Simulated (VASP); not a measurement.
A run of VASP 6.6.1 is set up as follows.

INCAR

```
PREC     = Accurate       # precision mode
ENCUT    = 500            # plane-wave cutoff, eV
EDIFF    = 1E-6           # SCF threshold, eV
ISMEAR   = 0              # smearing method
SIGMA    = 0.1            # smearing width, eV
LREAL    = False          # projectors in reciprocal space
LASPH    = True           # aspherical terms in the spheres
NELM     = 120            # most SCF steps
ALGO     = Normal         # electronic algorithm
ISIF     = 2              # what is computed and relaxed
LWAVE    = False          # write WAVECAR
LCHARG   = True           # write CHGCAR
GGA      = PS             # functional
LELF     = True           # ELF
LVHAR    = True         
NBANDS   = 8              # bands
GGA_COMPAT= False
```

The input KPOINTS:

```
Automatic mesh
0
Gamma
  4 4 4
```

Contents of POSCAR:

```
Sb
1.0
    5.2661127594      0.0000000000      0.0000000000
    0.0000000000      5.2661127594      0.0000000000
    0.0000000000      0.0000000000      5.2407290073
Sb
1
Direct
    0.0000000000      0.0000000000      0.0000000000
```

Potentials or basis: VASP PAW PBE potentials, release 64 (Sb).

Run with:

```bash
$ cat potpaw_PBE.64/Sb/POTCAR > POTCAR
$ mpirun -np 1 vasp_std > vasp.out
```

Question: Estimate the pressure.

Answer: -1.4 GPa.

Question: What does it give for the band gap on the k mesh?

Answer: Zero (an odd number of electrons rules out a gap without spin polarisation).

Caveat: the cell differs from its parent crystal (P replaced by Sb, lengths x 1.179, strained); the PAW data sets were made with another functional, which shifts forces and pressure a little; spin-orbit coupling is left out, which moves the levels of the heavy elements.
